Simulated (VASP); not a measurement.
# PbO2: single point with LDA

PbO2:

```
Pb O
1.0
     0.00000    4.77800    4.77800
     4.77800    0.00000    4.77800
     4.77800    4.77800    0.00000
Pb O
4 8
Direct
  0.12500 0.12500 0.12500
  0.12500 0.12500 0.62500
  0.12500 0.62500 0.12500
  0.62500 0.12500 0.12500
  0.92358 0.35881 0.35881
  0.35881 0.35881 0.35881
  0.32642 0.89119 0.89119
  0.89119 0.89119 0.32642
  0.89119 0.89119 0.89119
  0.89119 0.32642 0.89119
  0.35881 0.35881 0.92358
  0.35881 0.92358 0.35881
```

```
Program             : VASP 6.6.1
Task                : single point
Functional          : LDA
Potentials or basis : VASP PAW LDA potentials, release 64 (Pb_d, O)
Cutoff              : 520 eV
k mesh              : 6 × 6 × 6
Occupations         : gaussian, width 0.02 eV
Spin                : no spin polarisation
```

| Property | Result |
| --- | --- |
| Pressure | -6.3 GPa |
| Largest force | 0.514 eV/Å |
| Band gap on the k mesh | 0.55 eV |

Forces in eV/Å, atoms in the order of the input:
```
Pb   0.000  0.000  0.000
Pb   0.000  0.000  0.000
Pb   0.000  0.000  0.000
Pb   0.000  0.000  0.000
O   -0.297  0.297  0.297
O   -0.297 -0.297 -0.297
O    0.297 -0.297 -0.297
O   -0.297 -0.297  0.297
O    0.297  0.297  0.297
O   -0.297  0.297 -0.297
O    0.297  0.297 -0.297
O    0.297 -0.297  0.297
```

Levels at points of the mesh, in eV from the valence-band top:
| k point | band 48 | band 49 | band 50 | band 51 | band 52 | band 53 | band 54 | band 55 | band 56 | band 57 |
| --- | --- | --- | --- | --- | --- | --- | --- | --- | --- | --- |
| (0.00, 0.00, 0.00) | -0.32 | -0.32 | 0.00 | 0.00 | 0.00 | 0.55 | 2.95 | 2.95 | 2.95 | 5.17 |
| (0.50, 0.00, 0.00) | -0.26 | -0.26 | -0.23 | -0.23 | -0.21 | 1.81 | 2.89 | 3.17 | 3.17 | 5.13 |
| (0.50, 0.50, 0.00) | -0.49 | -0.43 | -0.43 | -0.07 | -0.07 | 2.42 | 2.42 | 3.30 | 3.30 | 6.41 |

Run time: 8.9 min on 1 thread of Oxide Virtual Turin-like Processor (shared host), peak memory 0.33 GiB.

Caveat: the cell stands under tension; spin-orbit coupling is left out, which moves the levels of the heavy elements. A k mesh can miss the band edges.
